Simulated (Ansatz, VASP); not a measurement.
## One calculation of TeH6C2, two programs

```
C Te H
1.0
    15.71628    0.00000    0.00000
     0.00000   14.50000    0.00000
     0.00000    0.00000   15.00000
C Te H
2 1 6
Direct
  0.59324 0.54879 0.52563
  0.40448 0.48514 0.48629
  0.50185 0.56387 0.41916
  0.60767 0.47571 0.53546
  0.65091 0.58551 0.50527
  0.56786 0.57954 0.58669
  0.42710 0.41481 0.49783
  0.34890 0.48372 0.44229
  0.38782 0.51881 0.54918
```

Alike in both runs: functional PBE; dispersion D3(BJ); k mesh 1 × 1 × 1; occupations gaussian, width 0.005 eV; no spin polarisation.

Ansatz relaxed the structure, and its values are those at the end. VASP's run is a single point on that final structure, the one shown.

|  | VASP | Ansatz |
| --- | --- | --- |
| version | VASP 6.6.1 | Ansatz 0.2.0 |
| potentials or method | VASP PAW PBE potentials, release 64 (C, Te, H), cutoff 520 eV | scalar-relativistic, plane waves, PAW |
| valence electrons in the cell | 20 | 30 |

|  | VASP | Ansatz | Ansatz less VASP |
| --- | --- | --- | --- |
| gap on the k mesh at the Fermi level (eV) | 3.28 | 3.27 | -0.010 |
| rms of the force components (eV/Å) | 0.016 | 0.004 | -0.0121 |

VASP's potentials hold 20 valence electrons a cell and Ansatz's 30, so a difference there can come from the potentials and not from the codes.

Neither program's run includes spin-orbit coupling.
